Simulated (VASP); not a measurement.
Ti, 4 atoms in the cell. The structure is hexagonal, space group P6_3/mmc (No. 194). The conventional cell has a = 2.916 Å, b = 2.916 Å, c = 9.331 Å, α = 90.00°, β = 90.00°, γ = 120.00°. Ti (site symmetry -3m) has 12 Ti at 2.88 to 2.92 Å within 3.8 Å. Ti (site symmetry -6m2) has 12 Ti at 2.88 to 2.92 Å within 3.8 Å. 

```yaml
Program: VASP 6.6.1
Task: single point
Functional: BLYP
Potentials_or_basis: VASP PAW PBE potentials, release 64 (Ti_sv)
Cutoff: 520 eV
k_mesh: 14 × 14 × 4
Occupations: fermi-dirac, width 0.1 eV
Spin: no spin polarisation
Dipole_correction: no
Further_INCAR_settings: ALGO = Normal; EDIFF = 1e-06; NBANDS = 32
```

Potentials or basis: VASP PAW PBE potentials, release 64 (Ti_sv).

Launch:

```bash
$ cat potpaw_PBE.64/Ti_sv/POTCAR > POTCAR
$ mpirun -np 1 vasp_std > vasp.out
```

Hardware: 1 thread of Intel(R) Xeon(R) 6975P-C (Granite Rapids) (shared host).

Problem. How long does it take, and how much memory?

Solution. Wall time 90 s on 1 thread of Intel(R) Xeon(R) 6975P-C (Granite Rapids) (shared host), peak memory 0.25 GiB. Counts: scf iterations 17, k points 72.
